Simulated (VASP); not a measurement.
Input of a VASP 6.6.1 run:

File INCAR:

```
PREC     = Accurate       # precision mode
ENCUT    = 520            # plane-wave cutoff, eV
EDIFF    = 1E-6           # SCF threshold, eV
ISMEAR   = 0              # smearing method
SIGMA    = 0.1            # smearing width, eV
LREAL    = False          # projectors in reciprocal space
LASPH    = True           # aspherical terms in the spheres
NELM     = 80             # most SCF steps
ALGO     = Normal         # electronic algorithm
ISIF     = 2              # what is computed and relaxed
LWAVE    = False          # write WAVECAR
LCHARG   = False          # write CHGCAR
GGA      = PE             # functional
NBANDS   = 24             # bands
```

Contents of KPOINTS:

```
Automatic mesh
0
Gamma
  6 6 6
```

The input POSCAR:

```
Cu2Au
1.0
    0.0000000000      2.7816558750      2.7816558750
    2.7816558750      0.0000000000      2.7816558750
    2.7816558750      2.7816558750      0.0000000000
Cu Au
2 1
Direct
    0.2500000000      0.2500000000      0.2500000000
    0.7500000000      0.7500000000      0.7500000000
    0.0000000000      0.0000000000      0.0000000000
```

Potentials or basis: VASP PAW PBE potentials, release 64 (Cu, Au).

Command:

```console
$ cat potpaw_PBE.64/Cu/POTCAR potpaw_PBE.64/Au/POTCAR > POTCAR
$ mpirun -np 1 vasp_std > vasp.out
```

Q: What does it give for the pressure?

A: 29.8 GPa.
